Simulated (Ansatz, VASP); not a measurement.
One calculation of SiC, two programs

```
Si C
1.0
     2.86425    0.00000    0.00000
    -1.43212    2.48051    0.00000
     0.00000    0.00000    5.10578
Si C
2 2
Direct
  0.33333 0.66667 0.75000
  0.66667 0.33333 0.25000
  0.00000 0.00000 0.00000
  0.00000 0.00000 0.50000
```

Alike in both runs: task relaxation of cell and atoms; functional PBE; k mesh 18 × 18 × 10; occupations gaussian, width 0.1 eV; no spin polarisation.

```csv
,VASP,Ansatz
version,VASP 6.6.1,Ansatz 0.2.0
potentials or method,"VASP PAW PBE potentials, release 64 (Si, C), cutoff 600 eV","scalar-relativistic, plane waves, PAW"
valence electrons in the cell,16,16
```

VASP gave:

| Item | Value |
| --- | --- |
| gap on the k mesh at the Fermi level, each at its own relaxed structure (eV) | none |
| relaxed volume (Å³/atom) | 9.09 |
| relaxed cell length with the largest relative difference (Å) | 5.074 |

Task: Which values does Ansatz return?

Result: gap on the k mesh at the Fermi level, each at its own relaxed structure (eV): none; relaxed volume (Å³/atom): 9.09; relaxed cell length with the largest relative difference (Å): 5.075.

A gap of «none» marks a metal or a gap that the smearing closes.
